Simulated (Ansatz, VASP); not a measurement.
**Two plane-wave programs on Fe**

```
Fe
1.0
    -1.45148    1.45148    1.34698
     1.45148   -1.45148    1.34698
     1.45148    1.45148   -1.34698
Fe
1
Direct
  0.00000 0.00000 0.00000
```

Alike in both runs: task single point; functional PBE; k mesh 12 × 12 × 12; occupations gaussian, width 0.15 eV; collinear spin.

```csv
,VASP,Ansatz
version,VASP 6.6.1,Ansatz 0.2.0
potentials or method,"VASP PAW PBE potentials, release 64 (Fe), cutoff 520 eV","scalar-relativistic, plane waves, PAW"
valence electrons in the cell,8,16
```

```csv
,VASP,Ansatz,Ansatz less VASP
gap on the k mesh at the Fermi level (eV),none,none,-
pressure (GPa),0.7,0.6,-0.05
"traceless stress, the component that is largest in VASP (GPa)",7.43,7.54,+0.108
net moment per atom (μB),2.20,2.18,-0.025
size of the moment on the site where the two differ most (μB),2.20,2.22,+0.022
```

Site moments also hang on the region over which each program counts them. A gap of «none» marks a metal or a gap that the smearing closes. VASP's potentials hold 8 valence electrons a cell and Ansatz's 16, so a difference there can come from the potentials and not from the codes.
